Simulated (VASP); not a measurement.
# SiC (P6_3mc) in VASP: a series of runs, part 2 of 2

VASP 6.6.1. The steps go on from the part before.

## Step 3: Single point, r2SCAN

This run uses another cell than the first one, of the same volume but with other edges.

POSCAR

```
SiC
1.0
    2.8938692964      0.0000000000      0.0000000000
   -1.4469346482      2.5061643259      0.0000000000
    0.0000000000      0.0000000000      5.7006082678
Si C
2 2
Direct
    0.3333333333      0.6666666667      0.0046028828
    0.6666666667      0.3333333333      0.5046028828
    0.3333333333      0.6666666667      0.3803971172
    0.6666666667      0.3333333333      0.8803971172
```

INCAR.step1

```
SYSTEM = SiC
  PREC = Accurate
  ENCUT = 520
  ISMEAR = 0
  SIGMA = 0.05
  LREAL = .FALSE.
  LASPH = .TRUE.
  NELM = 60
  NBANDS = 16
  GGA = PE
  ALGO = Normal
  EDIFF = 1E-4
  LWAVE = .TRUE.
  LCHARG = .FALSE.
```

INCAR.step2

```
SYSTEM = SiC
  PREC = Accurate
  ENCUT = 520
  EDIFF = 1E-6
  ISMEAR = 0
  SIGMA = 0.05
  LREAL = .FALSE.
  LASPH = .TRUE.
  NELM = 60
  ALGO = Normal
  ISIF = 2
  LWAVE = .FALSE.
  LCHARG = .FALSE.
  METAGGA = R2SCAN
  LMIXTAU = .TRUE.
  NBANDS = 16
  ISTART = 1
```

KPOINTS

```
Automatic mesh
0
G
  12 12 6
  0 0 0
```

Potentials or basis: VASP PAW PBE potentials, release 64 (Si, C).

Launch:

```bash
$ cat potpaw_PBE.64/Si/POTCAR potpaw_PBE.64/C/POTCAR > POTCAR
$ cp INCAR.step1 INCAR
$ mpirun -np 1 vasp_std > vasp.out
$ cp INCAR.step2 INCAR
$ mpirun -np 1 vasp_std > vasp.out
```

OUTCAR:

```text
SYSTEM = SiC
   PREC = Accurate
   ENCUT = 520
   EDIFF = 1E-6
   ISMEAR = 0
   LREAL = .FALSE.
   LASPH = .TRUE.
   NELM = 60
   ISIF = 2
   METAGGA = R2SCAN
   ISTART = 1

 ion  position               nearest neighbor table
   1  0.333  0.667  0.005-   4 1.81   4 1.81   4 1.81   3 2.14
   2  0.667  0.333  0.505-   3 1.81   3 1.81   3 1.81   4 2.14
   3  0.333  0.667  0.380-   2 1.81   2 1.81   2 1.81   1 2.14
   4  0.667  0.333  0.880-   1 1.81   1 1.81   1 1.81   2 2.14

  LATTYP: Found a hexagonal cell.
 ALAT       =     2.8938692964
 C/A-ratio  =     1.9698914097

  Lattice vectors:

 A1 = (   2.8938692964,   0.0000000000,   0.0000000000)
 A2 = (  -1.4469346482,   2.5061643259,   0.0000000000)
 A3 = (   0.0000000000,   0.0000000000,   5.7006082678)

Analysis of symmetry for initial positions (statically):
=====================================================================
 Subroutine PRICEL returns:
 Original cell was already a primitive cell.

 Routine SETGRP: Setting up the symmetry group for a
 hexagonal supercell.

[... 169 lines left out ...]
  free energy    TOTEN  =       -37.10533359 eV

  energy without entropy =      -37.10533359  energy(sigma->0) =      -37.10533359

 E-fermi :   8.7877     XC(G=0): -11.9270

 val. band max:        8.5362714636   @ k =   0.0000   0.0000   0.0000
 cond. band min:      10.3996020207   @ k =   0.3333   0.3333   0.0000
 fundamental gap:      1.8633305571
 Fermi energy:         8.7877385944

 k-point     1 :       0.0000    0.0000    0.0000
  band No.  band energies     occupation
      1      -8.3328      2.00000
      2      -6.0857      2.00000
      3      -1.0344      2.00000
      4       6.9391      2.00000
      5       7.9096      2.00000
      6       7.9096      2.00000
[... 433 lines left out ...]
      3       1.0279      2.00000
      4       2.1866      2.00000
      5       2.8689      2.00000
      6       6.1206      2.00000
[... 8 lines left out ...]
     15      19.5285      0.00000
     16      21.4377      0.00000

 [... further k-points ...]
[... 5 lines left out ...]
  --------------------------------------------------------------------------------------
  -------------------------------------------------------------------------------------
  Total       10.5821831     10.5821831    -13.5601255      0.0000000      0.0000000      0.0000000
  in kB      410.0871861    410.0871861   -525.4902179      0.0000000      0.0000000      0.0000000
  external PRESSURE =      98.2280514 kB  Pullay stress =       0.0000000 kB

 VOLUME and BASIS-vectors are now :
 -----------------------------------------------------------------------------
  energy-cutoff  :      520.00
  volume of cell :       41.34
      direct lattice vectors                 reciprocal lattice vectors
     2.893869296  0.000000000  0.000000000     0.345558108  0.199508067  0.000000000
    -1.446934648  2.506164326  0.000000000     0.000000000  0.399016134  0.000000000
     0.000000000  0.000000000  5.700608268     0.000000000  0.000000000  0.175419877

 POSITION                                       TOTAL-FORCE (eV/Angst)
 -----------------------------------------------------------------------------------
     -0.00000      1.67078      0.02624         0.000000     -0.000000      0.268565
      1.44693      0.83539      2.87654        -0.000000     -0.000000      0.268565
     -0.00000      1.67078      2.16849         0.000000     -0.000000     -0.268565
      1.44693      0.83539      5.01880         0.000000      0.000000     -0.268565
 -----------------------------------------------------------------------------------
    total drift:                               -0.000000     -0.000000     -0.002101

  FREE ENERGIE OF THE ION-ELECTRON SYSTEM (eV)
  ---------------------------------------------------
  free  energy   TOTEN  =       -37.1053335861 eV

  energy  without entropy=      -37.1053335861  energy(sigma->0) =      -37.10533359
```

OUTCAR.step1:

```text
SYSTEM = SiC
   PREC = Accurate
   ENCUT = 520
   ISMEAR = 0
   LREAL = .FALSE.
   LASPH = .TRUE.
   NELM = 60
[... 687 lines left out ...]
      1.44693      0.83539      2.87654         0.000000      0.000000      0.479716
     -0.00000      1.67078      2.16849        -0.000000      0.000000     -0.479716
      1.44693      0.83539      5.01880         0.000000     -0.000000     -0.479716
 -----------------------------------------------------------------------------------
    total drift:                               -0.000000      0.000000      0.010805

  FREE ENERGIE OF THE ION-ELECTRON SYSTEM (eV)
  ---------------------------------------------------
  free  energy   TOTEN  =       -28.6264311969 eV

  energy  without entropy=      -28.6264311969  energy(sigma->0) =      -28.62643120
```

OSZICAR.step1:

```text
N       E                     dE             d eps       ncg     rms          rms(c)
DAV:   1     0.269136979421E+02    0.26914E+02   -0.71479E+03  2432   0.894E+02
DAV:   2    -0.303671515833E+02   -0.57281E+02   -0.51708E+02  3536   0.158E+02
DAV:   3    -0.328797396039E+02   -0.25126E+01   -0.25027E+01  3040   0.307E+01
DAV:   4    -0.328980880003E+02   -0.18348E-01   -0.18345E-01  3232   0.324E+00
DAV:   5    -0.328982785984E+02   -0.19060E-03   -0.19059E-03  3024   0.311E-01    0.132E+01
DAV:   6    -0.287629992784E+02    0.41353E+01   -0.68703E+00  3040   0.165E+01    0.588E+00
DAV:   7    -0.286531922559E+02    0.10981E+00   -0.11335E+00  3376   0.647E+00    0.260E+00
DAV:   8    -0.286273118779E+02    0.25880E-01   -0.67692E-02  3024   0.169E+00    0.712E-01
DAV:   9    -0.286262453878E+02    0.10665E-02   -0.95061E-03  3288   0.695E-01    0.173E-01
DAV:  10    -0.286263915962E+02   -0.14621E-03   -0.14040E-03  2928   0.239E-01    0.694E-02
DAV:  11    -0.286264311969E+02   -0.39601E-04   -0.10175E-04  1608   0.729E-02
   1 F= -.28626431E+02 E0= -.28626431E+02  d E =-.375796E-15
```

It took 93 s on 1 thread of AMD EPYC 9R45 (Zen 5), shared host; peak memory 0.16 GiB.

Results:

```
Free energy            : -37.1053 eV
Pressure               : 9.8 GPa
Largest force          : 0.269 eV/Å
Band gap on the k mesh : 1.86 eV, indirect (least direct gap 1.91 eV)
```

Forces in eV/Å, atoms in the order of the input:
```
Si   0.000  0.000  0.269
Si   0.000  0.000  0.269
C    0.000  0.000 -0.269
C    0.000  0.000 -0.269
```

Stress tensor (GPa, compression positive):
```
 41.01   0.00   0.00
  0.00  41.01   0.00
  0.00   0.00 -52.55
```

Levels at points of the mesh, in eV from the valence-band top:
```tsv
k point	band 6	band 7	band 8	band 9	band 10	band 11
(0.00, 0.00, 0.00)	-0.63	0.00	0.00	1.91	7.95	8.55
(0.50, 0.00, 0.00)	-3.49	-2.91	-1.74	3.22	4.16	5.80
(0.00, 0.00, 0.50)	-0.33	-0.33	-0.33	6.81	6.81	9.03
(0.50, 0.00, 0.50)	-3.36	-2.38	-2.38	2.22	2.22	5.53
```

Caveat: the PAW data sets were made with another functional, which shifts forces and pressure a little. A k mesh can miss the band edges.

## Step 4: Single point, r2SCAN

This run uses another cell than the first one, of the same volume but with other edges.

POSCAR

```
SiC
1.0
    3.1618654492      0.0000000000      0.0000000000
   -1.5809327246      2.7382558024      0.0000000000
    0.0000000000      0.0000000000      4.7752075500
Si C
2 2
Direct
    0.3333333333      0.6666666667      0.0046028828
    0.6666666667      0.3333333333      0.5046028828
    0.3333333333      0.6666666667      0.3803971172
    0.6666666667      0.3333333333      0.8803971172
```

INCAR.step1

```
SYSTEM = SiC
PREC = Accurate ; ENCUT = 520
ISMEAR = 0 ; SIGMA = 0.05
LREAL = .False. ; LASPH = .True.
NELM = 60 ; NBANDS = 16
GGA = PE ; ALGO = Normal
EDIFF = 1E-4 ; LWAVE = .True.
LCHARG = .False.
```

INCAR.step2

```
SYSTEM = SiC
PREC = Accurate ; ENCUT = 520
EDIFF = 1E-6 ; ISMEAR = 0
SIGMA = 0.05 ; LREAL = .False.
LASPH = .True. ; NELM = 60
ALGO = Normal ; ISIF = 2
LWAVE = .False. ; LCHARG = .False.
METAGGA = R2SCAN ; LMIXTAU = .True.
NBANDS = 16 ; ISTART = 1
```

KPOINTS

```
regular mesh
0
Gamma
  12 12 6
  0 0 0
```

Launch:

```bash
$ cat potpaw_PBE.64/Si/POTCAR potpaw_PBE.64/C/POTCAR > POTCAR
$ cp INCAR.step1 INCAR
$ mpirun -np 1 vasp_std > vasp.out
$ cp INCAR.step2 INCAR
$ mpirun -np 1 vasp_std > vasp.out
```

Wall time 73 s (1 thread of AMD EPYC 9R45 (Zen 5), shared host); peak memory 0.15 GiB.

It converged, with:

```
Free energy            : -38.2748 eV
Pressure               : 1.7 GPa
Largest force          : 1.140 eV/Å
Band gap on the k mesh : 2.46 eV, indirect (least direct gap 3.64 eV)
```

Forces on the atoms (eV/Å):
```
Si   0.000  0.000 -1.140
Si   0.000  0.000 -1.140
C    0.000  0.000  1.140
C    0.000  0.000  1.140
```

Stress tensor (GPa, compression positive):
```
-15.53   0.00   0.00
  0.00 -15.53   0.00
  0.00   0.00  36.05
```

Levels at points of the mesh, in eV from the valence-band top:
```tsv
k point	band 6	band 7	band 8	band 9	band 10	band 11
(0.00, 0.00, 0.00)	-0.18	-0.18	0.00	3.91	6.41	6.41
(0.50, 0.00, 0.00)	-4.03	-3.55	-1.18	2.46	5.08	7.19
(0.00, 0.00, 0.50)	-1.20	-1.20	-1.20	5.44	5.44	7.17
(0.50, 0.00, 0.50)	-2.90	-2.17	-2.17	3.70	3.70	6.27
```

Caveat: the PAW data sets were made with another functional, which shifts forces and pressure a little.

## Step 5: Single point, r2SCAN

This run uses another cell than the first one, of the same volume but with other edges.

POSCAR

```
SiC
1.0
    2.9790315243      0.0000000000      0.0000000000
   -1.4895157621      2.5799169788      0.0000000000
    0.0000000000      0.0000000000      5.3793378916
Si C
2 2
Direct
    0.3333333333      0.6666666667      0.0046028828
    0.6666666667      0.3333333333      0.5046028828
    0.3333333333      0.6666666667      0.3803971172
    0.6666666667      0.3333333333      0.8803971172
```

INCAR.step1

```
PREC = Accurate
ENCUT = 520
ISMEAR = 0
SIGMA = 0.05
LREAL = False
LASPH = True
NELM = 80
NBANDS = 16
GGA = PE
ALGO = Normal
EDIFF = 1E-4
LWAVE = True
LCHARG = False
```

INCAR.step2

```
PREC = Accurate
ENCUT = 520
EDIFF = 1E-6
ISMEAR = 0
SIGMA = 0.05
LREAL = False
LASPH = True
NELM = 80
ALGO = Normal
ISIF = 2
LWAVE = False
LCHARG = False
METAGGA = R2SCAN
LMIXTAU = True
NBANDS = 16
ISTART = 1
```

KPOINTS

```
Automatic mesh
0
Gamma
  12 12 6
```

Potentials or basis: VASP PAW PBE potentials, release 64 (Si, C).

Launch:

```bash
$ cat potpaw_PBE.64/Si/POTCAR potpaw_PBE.64/C/POTCAR > POTCAR
$ cp INCAR.step1 INCAR
$ mpirun -np 1 vasp_std > vasp.out
$ cp INCAR.step2 INCAR
$ mpirun -np 1 vasp_std > vasp.out
```

OUTCAR:

```text
PREC = Accurate
   ENCUT = 520
   EDIFF = 1E-6
   ISMEAR = 0
   LREAL = False
   LASPH = True
   NELM = 80
   ISIF = 2
   METAGGA = R2SCAN
   ISTART = 1

 ion  position               nearest neighbor table
   1  0.333  0.667  0.005-   4 1.85   4 1.85   4 1.85   3 2.02
   2  0.667  0.333  0.505-   3 1.85   3 1.85   3 1.85   4 2.02
   3  0.333  0.667  0.380-   2 1.85   2 1.85   2 1.85   1 2.02
   4  0.667  0.333  0.880-   1 1.85   1 1.85   1 1.85   2 2.02

  LATTYP: Found a hexagonal cell.
[... 650 lines left out ...]
     15      19.9462      0.00000
     16      21.3792      0.00000

 [... further k-points ...]
[... 5 lines left out ...]
  --------------------------------------------------------------------------------------
  -------------------------------------------------------------------------------------
  Total        5.2193779      5.2193779     -8.2095872      0.0000000      0.0000000      0.0000000
  in kB      202.2645019    202.2645019   -318.1429098      0.0000000      0.0000000      0.0000000
  external PRESSURE =      28.7953647 kB  Pullay stress =       0.0000000 kB

 VOLUME and BASIS-vectors are now :
 -----------------------------------------------------------------------------
  energy-cutoff  :      520.00
  volume of cell :       41.34
      direct lattice vectors                 reciprocal lattice vectors
     2.979031524  0.000000000  0.000000000     0.335679563  0.193804686  0.000000000
    -1.489515762  2.579916979  0.000000000     0.000000000  0.387609372  0.000000000
     0.000000000  0.000000000  5.379337892     0.000000000  0.000000000  0.185896484

 POSITION                                       TOTAL-FORCE (eV/Angst)
 -----------------------------------------------------------------------------------
     -0.00000      1.71994      0.02476         0.000000      0.000000      0.434539
      1.48952      0.85997      2.71443        -0.000000      0.000000      0.434539
     -0.00000      1.71994      2.04628        -0.000000      0.000000     -0.434539
      1.48952      0.85997      4.73595         0.000000     -0.000000     -0.434539
 -----------------------------------------------------------------------------------
    total drift:                                0.000000      0.000000      0.000347

  FREE ENERGIE OF THE ION-ELECTRON SYSTEM (eV)
  ---------------------------------------------------
  free  energy   TOTEN  =       -38.2016170711 eV

  energy  without entropy=      -38.2016170711  energy(sigma->0) =      -38.20161707
```

OUTCAR.step1:

```text
PREC = Accurate
   ENCUT = 520
   ISMEAR = 0
   LREAL = False
   LASPH = True
[... 687 lines left out ...]
     -0.00000      1.71994      0.02476         0.000000     -0.000000      0.538398
      1.48952      0.85997      2.71443        -0.000000     -0.000000      0.538398
     -0.00000      1.71994      2.04628        -0.000000      0.000000     -0.538398
      1.48952      0.85997      4.73595         0.000000     -0.000000     -0.538398
 -----------------------------------------------------------------------------------
    total drift:                                0.000000      0.000000      0.007481

  FREE ENERGIE OF THE ION-ELECTRON SYSTEM (eV)
  ---------------------------------------------------
  free  energy   TOTEN  =       -29.6802646423 eV

  energy  without entropy=      -29.6802646423  energy(sigma->0) =      -29.68026464
```

It took 90 s on 1 thread of AMD EPYC 9R45 (Zen 5), shared host; peak memory 0.15 GiB.

What came out:

| Property | Result |
| --- | --- |
| Free energy | -38.2016 eV |
| Pressure | 2.9 GPa |
| Largest force | 0.435 eV/Å |
| Band gap on the k mesh | 2.27 eV, indirect (least direct gap 4.31 eV) |

Forces in eV/Å, atoms in the order of the input:
```
Si   0.000  0.000  0.435
Si   0.000  0.000  0.435
C    0.000  0.000 -0.435
C    0.000  0.000 -0.435
```

Caveat: the PAW data sets were made with another functional, which shifts forces and pressure a little. A k mesh can miss the band edges.

## Step 6: Single point, r2SCAN

This run uses another cell than the first one, of the same volume but with other edges.

POSCAR

```
SiC
1.0
    3.1173262003      0.0000000000      0.0000000000
   -1.5586631001      2.6996836813      0.0000000000
    0.0000000000      0.0000000000      4.9126352825
Si C
2 2
Direct
    0.3333333333      0.6666666667      0.0046028828
    0.6666666667      0.3333333333      0.5046028828
    0.3333333333      0.6666666667      0.3803971172
    0.6666666667      0.3333333333      0.8803971172
```

INCAR.step1 is that of step 5.

INCAR.step2 is that of step 5.

KPOINTS

```
regular mesh
0
Gamma
  12 12 6
```

Potentials or basis: VASP PAW PBE potentials, release 64 (Si, C).

Launch:

```bash
$ cat potpaw_PBE.64/Si/POTCAR potpaw_PBE.64/C/POTCAR > POTCAR
$ cp INCAR.step1 INCAR
$ mpirun -np 1 vasp_std > vasp.out
$ cp INCAR.step2 INCAR
$ mpirun -np 1 vasp_std > vasp.out
```

Wall time 84 s (1 thread of AMD EPYC 9R45 (Zen 5), shared host); peak memory 0.15 GiB.

The run converged. Its results:

- Free energy: -38.5525 eV
- Pressure: 0.2 GPa
- Largest force: 0.454 eV/Å
- Band gap on the k mesh: 2.75 eV, indirect (least direct gap 4.08 eV)

Forces in eV/Å, atoms in the order of the input:
```
Si   0.000  0.000 -0.454
Si   0.000  0.000 -0.454
C    0.000  0.000  0.454
C    0.000  0.000  0.454
```

Stress tensor (GPa, compression positive):
```
-8.00  0.00  0.00
 0.00 -8.00  0.00
 0.00  0.00 16.55
```

Levels at points of the mesh, in eV from the valence-band top:
```tsv
k point	band 4	band 5	band 6	band 7	band 8	band 9	band 10	band 11	band 12	band 13
(0.00, 0.00, 0.00)	-1.67	-1.67	-0.06	-0.06	0.00	4.69	6.83	6.83	7.06	8.79
(0.50, 0.00, 0.00)	-6.31	-5.70	-3.72	-3.43	-1.20	2.88	4.89	7.38	7.44	11.33
(0.00, 0.00, 0.50)	-4.34	-0.94	-0.94	-0.94	-0.94	5.99	5.99	7.56	7.56	7.56
(0.50, 0.00, 0.50)	-8.57	-2.70	-2.70	-2.29	-2.29	3.78	3.78	6.00	6.00	11.17
```

Caveat: the PAW data sets were made with another functional, which shifts forces and pressure a little. A k mesh can miss the band edges.

## Step 7: The runs side by side

```csv
cell,gap on the mesh (eV),pressure (GPa),largest force (eV/Å)
"a = 3.246, b = 3.246, c = 4.530 Å, angles 90.0, 90.0, 120.0°, 4 atoms",1.85,7.6,3.13
"a = 2.894, b = 2.894, c = 5.701 Å, angles 90.0, 90.0, 120.0°, 4 atoms",1.86,9.8,0.27
"a = 3.162, b = 3.162, c = 4.775 Å, angles 90.0, 90.0, 120.0°, 4 atoms",2.46,1.7,1.14
"a = 2.979, b = 2.979, c = 5.379 Å, angles 90.0, 90.0, 120.0°, 4 atoms",2.27,2.9,0.43
"a = 3.117, b = 3.117, c = 4.913 Å, angles 90.0, 90.0, 120.0°, 4 atoms",2.75,0.2,0.45
```

Alike in all rows: task single point; level r2SCAN; potentials or basis VASP PAW PBE potentials, release 64 (Si, C); no spin polarisation; k mesh 12 × 12 × 6; cutoff (eV) 520; smearing gaussian 0.05 eV.

Caveats: the PAW data sets were made with another functional, which shifts forces and pressure a little.

Total energies depend on the potentials used, so only differences within one code and one set of settings carry meaning.
